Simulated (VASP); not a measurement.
Wanted: the native input for a VASP 6.6.1 run.

| Item | Value |
| --- | --- |
| Task | single point |
| Functional | PBEsol |
| Potentials or basis | VASP PAW PBE potentials, release 64 (Ta_pv, O) |
| Cutoff | 520 eV |
| k mesh | 4 × 4 × 1 |
| Occupations | gaussian, width 0.1 eV |
| Spin | no spin polarisation |
| Dipole correction | no |
| Further INCAR settings | ALGO = Normal; EDIFF = 1e-06; NBANDS = 33 |

The structure of Ta4O lies in POSCAR:

```
Ta4O
1.0
    3.2574970000      0.0000000000      0.0000000000
    0.0000000000      3.2574970000      0.0000000000
    0.0000000000      0.0000000000      7.4093410000
Ta O
4 1
Direct
    0.0000000000      0.0000000000      0.5000000000
    0.5000000000      0.5000000000      0.7831580000
    0.5000000000      0.5000000000      0.2168420000
    0.0000000000      0.0000000000      0.0000000000
    0.5000000000      0.5000000000      0.5000000000
```

The input as run:

INCAR

```
PREC     = Accurate       # precision mode
ENCUT    = 520            # plane-wave cutoff, eV
EDIFF    = 1E-6           # SCF threshold, eV
ISMEAR   = 0              # smearing method
SIGMA    = 0.1            # smearing width, eV
LREAL    = False          # projectors in reciprocal space
LASPH    = True           # aspherical terms in the spheres
NELM     = 80             # most SCF steps
ALGO     = Normal         # electronic algorithm
ISIF     = 2              # what is computed and relaxed
LWAVE    = False          # write WAVECAR
LCHARG   = True           # write CHGCAR
GGA      = PS             # functional
LELF     = True           # ELF
LVHAR    = True         
NBANDS   = 33             # bands
```

KPOINTS

```
Automatic mesh
0
Gamma
  4 4 1
```

Potentials or basis: VASP PAW PBE potentials, release 64 (Ta_pv, O).

The run is started by

```bash
$ cat potpaw_PBE.64/Ta_pv/POTCAR potpaw_PBE.64/O/POTCAR > POTCAR
$ mpirun -np 1 vasp_std > vasp.out
```

It gave:

```yaml
Pressure: -6.2 GPa
Largest_force: 0.446 eV/Å
Band_gap_on_the_k_mesh: zero (band 25 reaches 6.41 eV, above the bottom of band 26 at 6.17 eV)
```

Caveat: the k points lie up to 0.85 Å⁻¹ apart; the PAW data sets were made with another functional, which shifts forces and pressure a little; spin-orbit coupling is left out, which moves the levels of the heavy elements.

It took 27 s on 1 thread of AMD EPYC 7R43 64-Core Processor (Zen 3), with other jobs on the host, peak memory 0.13 GiB.
